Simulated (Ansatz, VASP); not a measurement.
Si2Mo: VASP beside Ansatz

```
Mo Si
1.0
    -1.57838    1.57838    3.87738
     1.57838   -1.57838    3.87738
     1.57838    1.57838   -3.87738
Mo Si
1 2
Direct
  0.00000 0.00000 0.00000
  0.66700 0.66700 0.00000
  0.33300 0.33300 0.00000
```

Alike in both runs: task single point; functional r2SCAN; k mesh 12 × 12 × 12; occupations fermi-dirac, width 0.05 eV; no spin polarisation.

|  | VASP | Ansatz |
| --- | --- | --- |
| version | VASP 6.6.1 | Ansatz 0.2.0 |
| potentials or method | VASP PAW PBE potentials, release 64 (Mo_sv, Si) | Ansatz PAW |
| plane-wave cutoff (eV) | 520 | 500 |
| valence electrons in the cell | 22 | 22 |

VASP gave:

```
gap on the k mesh at the Fermi level (eV)                     : none
pressure (GPa)                                                : 8.7
traceless stress, the component that is largest in VASP (GPa) : -0.87
rms of the force components (eV/Å)                            : 0.128
```

Problem. Which values does Ansatz return?

Solution. gap on the k mesh at the Fermi level (eV): none; pressure (GPa): 8.3; traceless stress, the component that is largest in VASP (GPa): -0.85; rms of the force components (eV/Å): 0.133.

VASP's potentials were made for PBE, not for r2SCAN. Atom by atom the forces differ by 0.005 eV/Å (rms over components). A gap of «none» marks a metal or a gap that the smearing closes.
